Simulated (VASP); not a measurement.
Here is a VASP 6.6.1 calculation.

The input INCAR:

```
SYSTEM = AgBr
PREC = Accurate
ENCUT = 500
EDIFF = 1E-6
ISMEAR = 0
SIGMA = 0.02
LREAL = .FALSE.
LASPH = .TRUE.
NELM = 120
ALGO = Normal
ISIF = 2
LWAVE = .FALSE.
LCHARG = .TRUE.
GGA = PS
LELF = .TRUE.
LVHAR = .TRUE.
NBANDS = 16
GGA_COMPAT = .FALSE.
```

Contents of KPOINTS:

```
regular mesh
0
G
  10 10 10
  0 0 0
```

File POSCAR:

```
AgBr
1.0
    0.0000000000      2.8369975609      2.8369975609
    2.8369975609      0.0000000000      2.8369975609
    2.8369975609      2.8369975609      0.0000000000
Ag Br
1 1
Direct
    0.5000000000      0.5000000000      0.5000000000
    0.0000000000      0.0000000000      0.0000000000
```

Potentials or basis: VASP PAW PBE potentials, release 64 (Ag, Br).

Run with:

```sh
$ cat potpaw_PBE.64/Ag/POTCAR potpaw_PBE.64/Br/POTCAR > POTCAR
$ mpirun -np 1 vasp_std > vasp.out
```

**Question.** What does it give for the band gap on the k mesh?

**Answer.** 0.50 eV, indirect (least direct gap 2.58 eV).

**Question.** What does it give for the pressure?

**Answer.** 0.0 GPa.

Caveat: the PAW data sets were made with another functional, which shifts forces and pressure a little. PBEsol gaps usually lie below the measured ones, often by a third to a half.
